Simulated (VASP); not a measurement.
BN (e600), 2 atoms in the cell. It takes space group F-43m (No. 216, cubic). The conventional cell has a = 3.605 Å, b = 3.605 Å, c = 3.605 Å, α = 90.00°, β = 90.00°, γ = 90.00°. B (site symmetry -43m) has 4 N at 1.56 Å within 2.1 Å. N (site symmetry -43m) has 4 B at 1.56 Å within 2.1 Å. 

| Property | Result |
| --- | --- |
| Program | VASP 6.6.1 |
| Task | single point |
| Functional | PBEsol |
| Potentials or basis | VASP PAW PBE potentials, release 64 (B, N) |
| Cutoff | 600 eV |
| k mesh | 10 × 10 × 10 |
| Occupations | gaussian, width 0.02 eV |
| Spin | no spin polarisation |
| Dipole correction | no |
| Further INCAR settings | ALGO = Normal; EDIFF = 1e-06; NBANDS = 11 |

Potentials or basis: VASP PAW PBE potentials, release 64 (B, N).

The run is started by

```bash
$ cat potpaw_PBE.64/B/POTCAR potpaw_PBE.64/N/POTCAR > POTCAR
$ mpirun -np 1 vasp_std > vasp.out
```

Hardware: 1 thread of Intel Xeon 8259CL (shared host).

**Question.** How long does it take, and how much memory?

**Answer.** Run time: 6.7 s on 1 thread of Intel Xeon 8259CL, on a shared host, peak memory 0.12 GiB. Counts: scf iterations 12, k points 47.
